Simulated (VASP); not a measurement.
Write the native input for VASP 6.6.1 that does the following.

```yaml
Task: single point
Functional: LDA
Potentials_or_basis: VASP PAW LDA potentials, release 64 (Si)
Cutoff: 520 eV
k_mesh: 12 × 12 × 12
Occupations: gaussian, width 0.05 eV
Spin: no spin polarisation
Dipole_correction: no
Further_INCAR_settings: ALGO = Normal; EDIFF = 1e-07; NBANDS = 11
```

The structure of Si lies in POSCAR:

```
Si
1.0
    0.0000000000      2.5310386533      2.9276524103
    2.5310386533      0.0000000000      2.9276524103
    2.5310386533      2.5310386533      0.0000000000
Si
2
Direct
    0.5000000000      0.5000000000      0.5000000000
    0.7500000000      0.7500000000      0.7500000000
```

This cell differs from its parent crystal: volume 18.755 Å^3 an atom, c/a of the conventional cell 1.1567.

The input as run:

INCAR

```
PREC = Accurate
ENCUT = 520
EDIFF = 1E-7
ISMEAR = 0
SIGMA = 0.05
LREAL = F
LASPH = T
NELM = 100
ALGO = Normal
ISIF = 2
LWAVE = F
LCHARG = F
GGA = CA
NBANDS = 11
```

KPOINTS

```
Automatic mesh
0
Gamma
  12 12 12
```

Potentials or basis: VASP PAW LDA potentials, release 64 (Si).

Command:

```console
$ cat potpaw_LDA.64/Si/POTCAR > POTCAR
$ mpirun -np 1 vasp_std > vasp.out
```

Results of the run:

```json
{
  "Pressure": "4.3 GPa",
  "Band gap on the k mesh": "zero (band 4 reaches 6.91 eV, above the bottom of band 5 at 6.44 eV)"
}
```

It took 49 s on 1 thread of Intel(R) Xeon(R) Platinum 8375C CPU @ 2.90GHz (Ice Lake) (shared host), peak memory 0.17 GiB.
